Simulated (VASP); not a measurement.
The system is Ti2GaS3.

```
Ti Ga S
1.0
     3.45000    0.00000    0.00000
    -1.72500    2.98779    0.00000
     0.00000    0.00000   10.90000
Ti Ga S
2 1 3
Direct
  0.66667 0.33333 0.63500
  0.66667 0.33333 0.36500
  0.00000 0.00000 0.00000
  0.00000 0.00000 0.50000
  0.33333 0.66667 0.23000
  0.33333 0.66667 0.77000
```

```yaml
Program: VASP 6.6.1
Task: relaxation of cell and atoms
Functional: PBE
Potentials_or_basis: VASP PAW PBE potentials, release 64 (Ti_sv, Ga_d, S)
Cutoff: 600 eV
k_mesh: 5 × 5 × 2
Occupations: gaussian, width 0.2 eV
Spin: collinear spin
Starting_moments: "[1.0, 1.0, 0.0, 0.0, 0.0, 0.0] μB"
```

At the start: pressure -1.8 GPa; volume 18.73 Å³/atom.

Task: Where does the relaxation end?

Result: Over 17 steps the energy falls by 23.8 meV/atom and the volume is 17.50 Å³/atom (-6.6 %); space group P-6m2 (No. 187, to 0.1 Å) before and after; moment 0.00 μB per cell.

Step by step:
| step | energy change (eV) | largest force (eV/Å) | pressure (GPa) | volume (Å³) |
| --- | --- | --- | --- | --- |
| 1 | 0.0000 | 0.9110 | -1.84 | 112.36 |
| 2 | -0.0537 | 0.4399 | 1.33 | 108.90 |
| 3 | -0.0558 | 0.3115 | 0.77 | 109.45 |
| 4 | -0.0811 | 0.2910 | -0.05 | 109.97 |
| 5 | -0.0945 | 0.2438 | -1.24 | 110.81 |
| 6 | -0.1100 | 0.2266 | -0.87 | 109.50 |
| 7 | -0.1136 | 0.2376 | -0.60 | 108.64 |
| 8 | -0.1217 | 0.1359 | -0.11 | 107.81 |
| 9 | -0.1231 | 0.1187 | 0.22 | 107.28 |
| 10 | -0.1252 | 0.1054 | -0.09 | 107.45 |
| 11 | -0.1265 | 0.1812 | -0.64 | 107.76 |
| 12 | -0.1274 | 0.1754 | -0.63 | 107.70 |
| 13 | -0.1298 | 0.1578 | -0.58 | 107.50 |
| 14 | -0.1335 | 0.1207 | -0.47 | 107.09 |
| 15 | -0.1366 | 0.1035 | -0.20 | 106.27 |
| 16 | -0.1387 | 0.0951 | -0.11 | 105.94 |
| 17 | -0.1431 | 0.0686 | 0.17 | 104.97 |

Final structure:
```
Ti Ga S
1.0
     3.36585    0.00000    0.00000
    -1.68293    2.91492    0.00000
     0.00000    0.00000   10.69937
Ti Ga S
2 1 3
Direct
  0.66667 0.33333 0.64749
  0.66667 0.33333 0.35251
  0.00000 0.00000 0.00000
  0.00000 0.00000 0.50000
  0.33333 0.66667 0.21578
  0.33333 0.66667 0.78422
```

Caveat: the k points lie up to 0.43 Å⁻¹ apart in the final cell; the relaxation stopped at a loose force limit of 0.08 eV/Å, so its end isn't a converged minimum.
